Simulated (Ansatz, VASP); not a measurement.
**Two plane-wave programs on CdF2**

File INCAR:

```
PREC = Accurate
ENCUT = 520
EDIFF = 1E-6
ISMEAR = 0
SIGMA = 0.05
LREAL = False
LASPH = True
NELM = 100
ALGO = Normal
ISIF = 2
LWAVE = False
LCHARG = False
GGA = PE
NBANDS = 20
```

File KPOINTS:

```
Automatic mesh
0
Gamma
  8 8 8
```

POSCAR

```
CdF2
1.0
    0.0000000000      2.8636447141      2.6431440711
    2.8636447141      0.0000000000      2.6431440711
    2.8636447141      2.8636447141      0.0000000000
Cd F
1 2
Direct
    0.0000000000      0.0000000000      0.0000000000
    0.2500000000      0.2500000000      0.2500000000
    0.7500000000      0.7500000000      0.7500000000
```

Input for Ansatz:

```yaml
crystal:
  lattice:
    - [0.0, 2.8636447141, 2.6431440711]
    - [2.8636447141, 0.0, 2.6431440711]
    - [2.8636447141, 2.8636447141, 0.0]
  atoms:
    - { symbol: Cd, position: [0.0, 0.0, 0.0] }
    - { symbol: F, position: [0.25, 0.25, 0.25] }
    - { symbol: F, position: [0.75, 0.75, 0.75] }
basis:
  ecutwfc: 520.0
kpoints:
  mp_grid: { grid: [8, 8, 8] }
hamiltonian:
  xc: pbe
  pseudopotentials: { kind: paw }
scf:
  occupations: { method: gaussian, width: 0.05 }
output:
  forces: true
  stress: true
  eigenvalues: true
```

Alike in both runs: task single point; functional PBE; k mesh 8 × 8 × 8; occupations gaussian, width 0.05 eV; no spin polarisation.

|  | VASP | Ansatz |
| --- | --- | --- |
| version | VASP 6.6.1 | Ansatz 0.2.0 |
| potentials or method | VASP PAW PBE potentials, release 64 (Cd, F), cutoff 520 eV | scalar-relativistic, plane waves, PAW |
| valence electrons in the cell | 26 | 34 |

Ansatz gave:

- gap on the k mesh at the Fermi level (eV): 2.51
- least direct gap on the mesh (eV): 2.98
- pressure (GPa): -4.3
- traceless stress, the component that is largest in VASP (GPa): 5.49

Question: What did VASP give for the same quantities?

Answer: gap on the k mesh at the Fermi level (eV): 2.48; least direct gap on the mesh (eV): 2.95; pressure (GPa): -3.9; traceless stress, the component that is largest in VASP (GPa): 5.44.

VASP's potentials hold 26 valence electrons a cell and Ansatz's 34, so a difference there can come from the potentials and not from the codes.
